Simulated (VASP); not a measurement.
Mg3I2:

```
Mg I
1.0
     3.57056    2.06146    6.49895
    -3.57056    2.06146    6.49895
     0.00000   -4.12292    6.49895
Mg I
6 4
Direct
  0.05625 0.44375 0.75000
  0.75000 0.05625 0.44375
  0.44375 0.75000 0.05625
  0.94375 0.55625 0.25000
  0.25000 0.94375 0.55625
  0.55625 0.25000 0.94375
  0.85218 0.85218 0.85218
  0.64782 0.64782 0.64782
  0.14782 0.14782 0.14782
  0.35218 0.35218 0.35218
```

* Program: VASP 6.6.1
* Task: relaxation of cell and atoms
* Functional: PBE
* Potentials or basis: VASP PAW PBE potentials, release 64 (Mg, I)
* Cutoff: 600 eV
* k mesh: 3 × 3 × 3
* Occupations: gaussian, width 0.1 eV
* Spin: no spin polarisation

At the start: pressure 7.8 GPa; volume 28.70 Å³/atom.

**Question.** How do energy, volume and symmetry change on relaxing?

**Answer.** Over 26 steps the energy falls by 266.4 meV/atom and the volume is 37.12 Å³/atom (+29.3 %); space group R-3c (No. 167, to 0.1 Å) before and after.

The path:
| step | energy change (eV) | largest force (eV/Å) | pressure (GPa) | volume (Å³) |
| --- | --- | --- | --- | --- |
| 1 | 0.0000 | 0.1731 | 7.81 | 287.02 |
| 2 | -1.7625 | 0.0518 | 2.24 | 349.11 |
| 3 | -2.1025 | 0.0558 | 0.87 | 385.75 |
| 4 | -2.0238 | 0.0701 | -0.98 | 466.55 |
| 5 | -2.1872 | 0.0628 | -0.06 | 419.02 |
| 6 | -2.1873 | 0.0633 | 0.02 | 416.05 |
| 7 | -2.1942 | 0.0502 | 0.02 | 416.09 |
| 8 | -2.2123 | 0.0147 | 0.02 | 416.16 |
| 9 | -2.2337 | 0.0818 | 0.04 | 415.96 |
| 10 | -2.2355 | 0.1285 | 0.06 | 415.73 |
| 11 | -2.2464 | 0.1449 | -0.02 | 417.56 |
| 12 | -2.2681 | 0.2023 | -0.26 | 422.57 |
| 13 | -2.2801 | 0.2117 | -0.26 | 421.01 |
| 14 | -2.3166 | 0.2453 | -0.25 | 416.18 |
| 15 | -2.3876 | 0.3330 | -0.25 | 405.79 |
| 16 | -2.4498 | 0.5361 | -0.23 | 382.04 |
| 17 | -2.4634 | 0.5203 | -0.23 | 380.06 |
| 18 | -2.4924 | 0.4648 | -0.23 | 374.01 |
| 19 | -2.4701 | 0.2777 | -0.13 | 361.60 |
| 20 | -2.4954 | 0.4282 | -0.21 | 369.96 |
| 21 | -2.5242 | 0.3855 | -0.16 | 369.04 |
| 22 | -2.5917 | 0.2694 | -0.03 | 366.24 |
| 23 | -2.6494 | 0.0817 | 0.32 | 360.45 |
| 24 | -2.6500 | 0.0637 | 0.36 | 359.77 |
| 25 | -2.6581 | 0.0409 | 0.21 | 363.39 |
| 26 | -2.6636 | 0.0368 | -0.08 | 371.17 |

Final structure:
```
CELL_PARAMETERS angstrom
4.42272 2.55346 5.47778
-4.42272 2.55346 5.47778
0.00000 -5.10692 5.47778
ATOMIC_POSITIONS crystal
Mg 0.05830 0.44170 0.75000
Mg 0.75000 0.05830 0.44170
Mg 0.44170 0.75000 0.05830
Mg 0.94170 0.55830 0.25000
Mg 0.25000 0.94170 0.55830
Mg 0.55830 0.25000 0.94170
I 0.87254 0.87254 0.87254
I 0.62746 0.62746 0.62746
I 0.12746 0.12746 0.12746
I 0.37254 0.37254 0.37254
```

Caveat: the volume moved by over 15 % at a fixed basis, so the end points are rough.
